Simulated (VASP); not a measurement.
# GaN (P-6m2) in VASP: notebook

Runs on GaN. Level: PBE. Tasks: single point.

Everything below comes from runs of VASP 6.6.1. Logs are shortened: lines on timing, memory, paths and dates and some standing lists are left out, and cuts for length are marked.

## 1. The cell of the first run

Symmetry: P-6m2, No. 187, hexagonal system. The conventional cell has a = 2.961 Å, b = 2.961 Å, c = 2.665 Å, α = 90.00°, β = 90.00°, γ = 120.00°. Within 2.9 Å of Ga (site symmetry -6m2) lie 6 N at 2.17 Å and 2 Ga at 2.67 Å. Within 2.9 Å of N (site symmetry -6m2) lie 6 Ga at 2.17 Å and 2 N at 2.67 Å.

## 2. Single point, PBE

The input, INCAR:

```
ALGO = Normal
EDIFF = 1E-6
ENCUT = 520
GGA = PE
ISIF = 2
ISMEAR = -1
LASPH = T
LCHARG = T
LELF = T
LREAL = F
LVHAR = T
LWAVE = F
NBANDS = 16
NELM = 60
PREC = Accurate
SIGMA = 0.05
```

The input, KPOINTS:

```
k-points
0
Gamma
  10 10 10
```

The input, POSCAR:

```
GaN
1.0
    2.9606351019      0.0000000000      0.0000000000
   -1.4803175510      2.5639852498      0.0000000000
    0.0000000000      0.0000000000      2.6653602627
Ga N
1 1
Direct
    0.6666700000      0.3333300000      0.5000000000
    0.0000000000      0.0000000000      0.0000000000
```

Potentials or basis: VASP PAW PBE potentials, release 64 (Ga_d, N).

Run with:

```sh
> cat potpaw_PBE.64/Ga_d/POTCAR potpaw_PBE.64/N/POTCAR > POTCAR
> mpirun -np 1 vasp_std > vasp.out
```

OUTCAR:

```text
EDIFF = 1E-6
   ENCUT = 520
   GGA = PE
   ISIF = 2
   ISMEAR = -1
   LASPH = T
   LREAL = F
   NELM = 60
   PREC = Accurate

 ion  position               nearest neighbor table
   1  0.667  0.333  0.500-   2 2.17   2 2.17   2 2.17   2 2.17   2 2.17   2 2.17
   2  0.000  0.000  0.000-   1 2.17   1 2.17   1 2.17   1 2.17   1 2.17   1 2.17

  LATTYP: Found a hexagonal cell.
 ALAT       =     2.9606351019
 C/A-ratio  =     0.9002663857

  Lattice vectors:

 A1 = (   2.9606351019,   0.0000000000,   0.0000000000)
 A2 = (  -1.4803175510,   2.5639852498,   0.0000000000)
 A3 = (   0.0000000000,   0.0000000000,   2.6653602627)

Analysis of symmetry for initial positions (statically):
=====================================================================
 Subroutine PRICEL returns:
 Original cell was already a primitive cell.

 Routine SETGRP: Setting up the symmetry group for a
 hexagonal supercell.

 Subroutine GETGRP returns: Found  4 space group operations
 (whereof  4 operations were pure point group operations)
 out of a pool of 24 trial point group operations.

The static configuration has the point symmetry C_2v.

Analysis of symmetry for dynamics (positions and initial velocities):
=====================================================================
 Subroutine PRICEL returns:
 Original cell was already a primitive cell.

 Routine SETGRP: Setting up the symmetry group for a
 hexagonal supercell.

 Subroutine GETGRP returns: Found  4 space group operations
 (whereof  4 operations were pure point group operations)
 out of a pool of 24 trial point group operations.

The dynamic configuration has the point symmetry C_2v.

 Subroutine INISYM returns: Found  4 space group operations
 (whereof  4 operations are pure point group operations),
 and found     1 'primitive' translations

----------------------------------------------------------------------------------------

                                     Primitive cell

  volume of cell :      20.2328

  direct lattice vectors                    reciprocal lattice vectors
[... 80 lines left out ...]
   ICHARG =      2    charge: 1-file 2-atom 10-const
   ISPIN  =      1    spin polarized calculation?
   LNONCOLLINEAR =      F non collinear calculations
   LSORBIT =      F    spin-orbit coupling
   LASPH  =      T    aspherical Exc in radial PAW
   ENCUT  =  520.0 eV  38.22 Ry    6.18 a.u.   5.50  5.50  4.96*2*pi/ulx,y,z
   NELM   =     60;   NELMIN=  2; NELMDL= -5     # of ELM steps
   EDIFF  = 0.1E-05   stopping-criterion for ELM
   LREAL  =      F    real-space projection
   EDIFFG = 0.1E-04   stopping-criterion for IOM
   NSW    =      0    number of steps for IOM
   IBRION =     -1    ionic relax: 0-MD 1-quasi-New 2-CG
   NFREE  =      0    steps in history (QN), initial steepest desc. (CG)
   ISIF   =      2    stress and relaxation
   ISYM   =      2    0-nonsym 1-usesym 2-fastsym
   POTIM  = 0.5000    time-step for ionic-motion
   TEBEG  =    0.0;   TEEND  =   0.0 temperature during run
   PSTRESS=    0.0 pullay stress
   NELECT =      18.0000    total number of electrons
   NUPDOWN=      -1.0000    fix difference up-down
   EMIN   =  10.00;   EMAX   =-10.00  energy-range for DOS
   EFERMI =   0.00;   METHOD = LEGACY
   ISMEAR =    -1;   SIGMA  =   0.05  broadening in eV -4-tet -1-fermi 0-gaus
   EFERMI_NEDOS =   21; number of points for ismear=-14 and -15
   IALGO  =     38    algorithm
   IMIX   =      4    mixing-type and parameters
     AMIX     =   0.40;   BMIX     =  1.00
     AMIX_MAG =   1.60;   BMIX_MAG =  1.00
  volume/ion in A,a.u.               =      10.12        68.27
  Fermi-wavevector in a.u.,A,eV,Ry     =   1.574515  2.975403 33.730183  2.479098
  Thomas-Fermi vector in A             =   2.675638
   LORBIT       =      0    0 simple, 1 ext, 2 COOP (PROOUT), +10 PAW based schemes
   GGA     = PE    functional components
   LHFCALC =     F    Hartree Fock is set to
   AEXX    =    0.0000 exact exchange contribution
   IVDW    =     0    specifies the selected vdW correction
   LEPSILON=     F    determine dielectric tensor
   LRPA    =     F    only Hartree local field effects (RPA)
 non-spin polarized calculation
  energy-cutoff  :      520.00
  volume of cell :       20.23
 maximum number of plane-waves:       573
 NGX is ok and might be reduce to    24
   NGX = 11   NGY = 11   NGZ =  9

 number of electron      18.0000004 magnetization

 Free energy of the ion-electron system (eV)
  ---------------------------------------------------
  ext. energy  EPLUGINS =         0.00000000
  ---------------------------------------------------
  free energy    TOTEN  =       -10.26851566 eV

  energy without entropy =      -10.26524643  energy(sigma->0) =      -10.26688104

 E-fermi :   7.7777     XC(G=0): -12.6681

 val. band max:        7.7308620454   @ k =  -0.4000   0.4000   0.0000
 cond. band min:       7.7795063925   @ k =  -0.3000  -0.4000   0.5000
 fundamental gap:      0.0486443471
 Fermi energy:         7.7777109492

 k-point     1 :       0.0000    0.0000    0.0000
  band No.  band energies     occupation
      1      -9.6436      2.00000
      2      -7.3557      2.00000
      3      -7.1862      2.00000
      4      -7.1862      2.00000
      5      -6.8491      2.00000
      6      -6.8491      2.00000
[... 433 lines left out ...]
      3      -7.0745      2.00000
      4      -6.9655      2.00000
      5      -6.8827      2.00000
      6      -6.5615      2.00000
[... 8 lines left out ...]
     15      25.9518      0.00000
     16      29.2642      0.00000

 [... further k-points ...]

------------------------ aborting loop because EDIFF is reached ----------------------------------------

  FORCE on cell =-STRESS in cart. coord.  units (eV):
  Direction    XX          YY          ZZ          XY          YZ          ZX
  --------------------------------------------------------------------------------------
  -------------------------------------------------------------------------------------
  Total        0.5117444      0.5117695      0.6314343      0.0000217      0.0000000      0.0000000
  in kB       40.5235394     40.5255241     50.0014283      0.0017177      0.0000000      0.0000000
  external PRESSURE =      43.6834973 kB  Pullay stress =       0.0000000 kB

 VOLUME and BASIS-vectors are now :
 -----------------------------------------------------------------------------
  energy-cutoff  :      520.00
  volume of cell :       20.23
      direct lattice vectors                 reciprocal lattice vectors
     2.960635102  0.000000000  0.000000000     0.337765366  0.195008922  0.000000000
    -1.480317551  2.563985250  0.000000000     0.000000000  0.390017844  0.000000000
     0.000000000  0.000000000  2.665360263     0.000000000  0.000000000  0.375183803

 POSITION                                       TOTAL-FORCE (eV/Angst)
 -----------------------------------------------------------------------------------
      1.48033      0.85465      1.33268        -0.000050      0.000029      0.000000
      0.00000      0.00000      0.00000         0.000050     -0.000029      0.000000
 -----------------------------------------------------------------------------------
    total drift:                               -0.000001      0.000000      0.000000

  FREE ENERGIE OF THE ION-ELECTRON SYSTEM (eV)
  ---------------------------------------------------
  free  energy   TOTEN  =       -10.2685156553 eV

  energy  without entropy=      -10.2652464269  energy(sigma->0) =      -10.26688104
```

OSZICAR:

```text
N       E                     dE             d eps       ncg     rms          rms(c)
DAV:   1     0.810468113164E+02    0.81047E+02   -0.88086E+03  6320   0.214E+03
DAV:   2    -0.691705514642E+01   -0.87964E+02   -0.81617E+02  6968   0.335E+02
DAV:   3    -0.121806050927E+02   -0.52635E+01   -0.52402E+01  6592   0.670E+01
DAV:   4    -0.122330481482E+02   -0.52443E-01   -0.52437E-01  7360   0.719E+00
DAV:   5    -0.122336211583E+02   -0.57301E-03   -0.57301E-03  6976   0.695E-01    0.746E+00
DAV:   6    -0.103145246867E+02    0.19191E+01   -0.43144E+00  8640   0.414E+01    0.259E+00
DAV:   7    -0.102881929387E+02    0.26332E-01   -0.25261E-01  6528   0.735E+00    0.159E+00
DAV:   8    -0.102711066980E+02    0.17086E-01   -0.68187E-02  6872   0.257E+00    0.797E-01
DAV:   9    -0.102684296587E+02    0.26770E-02   -0.47353E-03  6664   0.834E-01    0.216E-01
DAV:  10    -0.102685397908E+02   -0.11013E-03   -0.27057E-04  6672   0.151E-01    0.108E-01
DAV:  11    -0.102685150037E+02    0.24787E-04   -0.43322E-05  7536   0.999E-02    0.722E-03
DAV:  12    -0.102685162478E+02   -0.12442E-05   -0.33701E-06  7040   0.312E-02    0.806E-03
DAV:  13    -0.102685156553E+02    0.59252E-06   -0.51769E-07  3344   0.158E-02
   1 F= -.10268516E+02 E0= -.10266881E+02  d E =-.326923E-02
```

Wall time 26 s (1 thread of Intel Xeon Platinum 8488C (Sapphire Rapids), shared host); peak memory 0.18 GiB.

Results:

| Item | Value |
| --- | --- |
| Free energy | -10.2685 eV |
| Pressure | 4.4 GPa |
| Band gap on the k mesh | zero (band 9 reaches 8.03 eV, above the bottom of band 10 at 7.00 eV) |

(Part 1 of 2 ends here.)
